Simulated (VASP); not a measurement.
# ZnSe (ha.eA): single point with PBE

ZnSe (ha.eA):

```
CELL_PARAMETERS angstrom
4.05380 0.00000 0.00000
0.00000 5.73294 0.00000
0.00000 0.00000 4.05380
ATOMIC_POSITIONS crystal
Zn 0.00000 0.00000 0.00000
Zn 0.50000 0.50000 0.50000
Se 0.50000 0.25000 0.00000
Se 0.00000 0.75000 0.50000
```

```yaml
Program: VASP 6.6.1
Task: single point
Functional: PBE
Potentials_or_basis: VASP PAW PBE potentials, release 64 (Zn, Se)
Cutoff: 500 eV
k_mesh: 8 × 6 × 8
Occupations: gaussian, width 0.02 eV
Spin: no spin polarisation
Dipole_correction: no
Further_INCAR_settings: ALGO = Normal; EDIFF = 1e-06; NBANDS = 26
```

```
Pressure               : 0.2 GPa
Band gap on the k mesh : 1.15 eV
```

Levels at points of the mesh, in eV from the valence-band top:
```
           k point  band 14  band 15  band 16  band 17  band 18  band 19  band 20  band 21  band 22  band 23
(0.00, 0.00, 0.00)    -2.06    -2.06     0.00     0.00     0.00     1.15     3.06     3.46     5.81     5.81
(0.50, 0.00, 0.00)    -4.02    -2.41    -2.41    -0.86    -0.86     4.05     4.05     6.34     6.34     6.74
(0.00, 0.50, 0.00)    -2.83    -1.18    -1.18    -1.18    -1.18     3.84     3.84     4.04     4.04     7.94
(0.50, 0.50, 0.00)    -5.01    -0.82    -0.82    -0.82    -0.82     2.48     2.48     6.39     6.39     6.39
(0.50, 0.00, 0.50)    -4.60    -2.06    -2.06    -2.06    -2.06     3.06     3.06     3.46     3.46    10.49
(0.50, 0.50, 0.50)    -4.52    -2.63    -2.63    -2.51    -2.51     5.39     5.39     5.48     5.48     6.89
```

Wall time 3.7 min on 1 thread of AMD EPYC 7R13 (shared host), peak memory 0.23 GiB.

Expect the measured gap to be larger: semilocal functionals such as PBE lack the derivative discontinuity.
